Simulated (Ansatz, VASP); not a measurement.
## Two plane-wave programs on SnW

File INCAR:

```
SYSTEM = SnW
PREC = Accurate ; ENCUT = 520
EDIFF = 1E-7 ; ISMEAR = 0
SIGMA = 0.1 ; LREAL = .False.
LASPH = .True. ; NELM = 100
ALGO = Normal ; ISIF = 2
LWAVE = .False. ; LCHARG = .False.
GGA = PE ; NBANDS = 36
```

File KPOINTS:

```
Automatic mesh
0
Gamma
  6 6 4
  0 0 0
```

File POSCAR:

```
SnW
1.0
    4.2746065100      0.0000000000      0.0000000000
   -2.1373032600      3.7019178300      0.0000000000
    0.0000000000      0.0000000000      5.4577863800
Sn W
2 2
Direct
    0.3333333300      0.6666666700      0.2500000000
    0.6666666700      0.3333333300      0.7500000000
    0.0000000000      0.0000000000      0.5000000000
    0.0000000000      0.0000000000      0.0000000000
```

Input for Ansatz:

```yaml
crystal:
  lattice:
    - [4.27460651, 0.0, 0.0]
    - [-2.13730326, 3.70191783, 0.0]
    - [0.0, 0.0, 5.45778638]
  atoms:
    - { symbol: Sn, position: [0.33333333, 0.66666667, 0.25] }
    - { symbol: Sn, position: [0.66666667, 0.33333333, 0.75] }
    - { symbol: W, position: [0.0, 0.0, 0.5] }
    - { symbol: W, position: [0.0, 0.0, 0.0] }
basis:
  ecutwfc: 420
kpoints:
  mp_grid: { grid: [6, 6, 4] }
hamiltonian:
  xc: pbe
scf:
  occupations: { method: gaussian, width: 0.1 }
  lower_state_search: "off"
output:
  forces: true
  stress: true
  eigenvalues: true
```

Change from the starting cell: species swapped into the PtPb type (P6_3/mmc, No. 194).

Alike in both runs: task single point; functional PBE; k mesh 6 × 6 × 4; occupations gaussian, width 0.1 eV; no spin polarisation.

```csv
,VASP,Ansatz
version,VASP 6.6.1,Ansatz 0.2.0
potentials or method,"VASP PAW PBE potentials, release 64 (Sn_d, W_sv), cutoff 520 eV","scalar-relativistic, plane waves, PAW"
valence electrons in the cell,56,56
```

VASP gave:

* gap on the k mesh at the Fermi level (eV): none
* pressure (GPa): 3.1
* traceless stress, the component that is largest in VASP (GPa): -0.06

Task: What did Ansatz give for the same quantities?

Result: gap on the k mesh at the Fermi level (eV): none; pressure (GPa): 3.0; traceless stress, the component that is largest in VASP (GPa): -0.12.

A gap of «none» marks a metal or a gap that the smearing closes. The functional is the same, so the differences come from potentials, cutoffs and numerics.

Spin-orbit coupling is off throughout.
